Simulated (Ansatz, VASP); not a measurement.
One calculation of LuH2, two programs

The input INCAR:

```
PREC = Accurate ; ENCUT = 520
EDIFF = 1E-8 ; ISMEAR = -1
SIGMA = 0.02 ; LREAL = False
LASPH = True ; NELM = 120
ALGO = Normal ; ISIF = 2
LWAVE = False ; LCHARG = False
GGA = CA ; LEFG = True
NBANDS = 20 ; GGA_COMPAT = False
```

Contents of KPOINTS:

```
regular mesh
0
Gamma
  8 8 8
```

The input POSCAR:

```
LuH2
1.0
    0.0000000000      2.5248605265      2.5248605265
    2.5248605265      0.0000000000      2.5248605265
    2.5248605265      2.5248605265      0.0000000000
Lu H
1 2
Direct
    0.0000000000      0.0000000000      0.0000000000
    0.2500000000      0.2500000000      0.2500000000
    0.7500000000      0.7500000000      0.7500000000
```

Input for Ansatz:

```yaml
crystal:
  lattice:
    - [0.0, 2.5248605265, 2.5248605265]
    - [2.5248605265, 0.0, 2.5248605265]
    - [2.5248605265, 2.5248605265, 0.0]
  atoms:
    - { symbol: Lu, position: [0.0, 0.0, 0.0] }
    - { symbol: H, position: [0.25, 0.25, 0.25] }
    - { symbol: H, position: [0.75, 0.75, 0.75] }
kpoints:
  mp_grid: { grid: [8, 8, 8] }
scf:
  occupations: { method: fermi_dirac, width: 0.02 }
hamiltonian:
  xc: lda
  pseudopotentials: { kind: all_electron, datasets: crystal }
output:
  forces: true
  stress: true
  eigenvalues: true
  efg: { contact_densities: true }
```

Change from the starting cell: volume scaled by 1.01, crystal datasets.

Alike in both runs: task electric field gradients; functional LDA; k mesh 8 × 8 × 8; occupations fermi-dirac, width 0.02 eV; no spin polarisation.

```csv
,VASP,Ansatz
version,VASP 6.6.1,Ansatz 0.2.0
potentials or method,"VASP PAW PBE potentials, release 64 (Lu, H), cutoff 520 eV","all-electron PAW with datasets made for the crystal, scalar-relativistic"
```

Ansatz gave:

| Item | Value |
| --- | --- |
| pressure (GPa) | -7.5 |

Q: Estimate VASP's values.

A: Pressure (GPa): -7.0.

VASP's potentials were made for PBE, not for LDA. LDA's correlation is that of Perdew and Zunger in VASP and of Perdew and Wang (1992) in Ansatz. Ansatz ran all-electron here, and VASP with PAW potentials.

Neither program's run includes spin-orbit coupling.
